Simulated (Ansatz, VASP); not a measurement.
In5O in VASP and in Ansatz

```
In O
1.0
     3.80815    2.19863    2.82732
    -3.80815    2.19863    2.82732
     0.00000   -4.39727    2.82732
In O
5 1
Direct
  0.50000 0.00000 0.50000
  0.50000 0.50000 0.00000
  0.00000 0.50000 0.50000
  0.79928 0.79928 0.79928
  0.20072 0.20072 0.20072
  0.50000 0.50000 0.50000
```

Alike in both runs: task relaxation of cell and atoms; functional PBE; k mesh 3 × 3 × 3; occupations gaussian, width 0.1 eV; no spin polarisation.

|  | VASP | Ansatz |
| --- | --- | --- |
| version | VASP 6.6.1 | Ansatz 0.2.0 |
| potentials or method | VASP PAW PBE potentials, release 64 (In_d, O), cutoff 600 eV | scalar-relativistic, plane waves, PAW |
| valence electrons in the cell | 71 | 71 |

VASP gave:

| Quantity | Value |
| --- | --- |
| gap on the k mesh at the Fermi level, each at its own relaxed structure (eV) | none |
| relaxed volume (Å³/atom) | 23.97 |
| relaxed cell length with the largest relative difference (Å) | 5.370 |

Problem. Which values does Ansatz return?

Solution. gap on the k mesh at the Fermi level, each at its own relaxed structure (eV): none; relaxed volume (Å³/atom): 24.15; relaxed cell length with the largest relative difference (Å): 5.388.

A gap of «none» marks a metal or a gap that the smearing closes.

The k mesh is coarse, so the values compare programs but aren't converged.
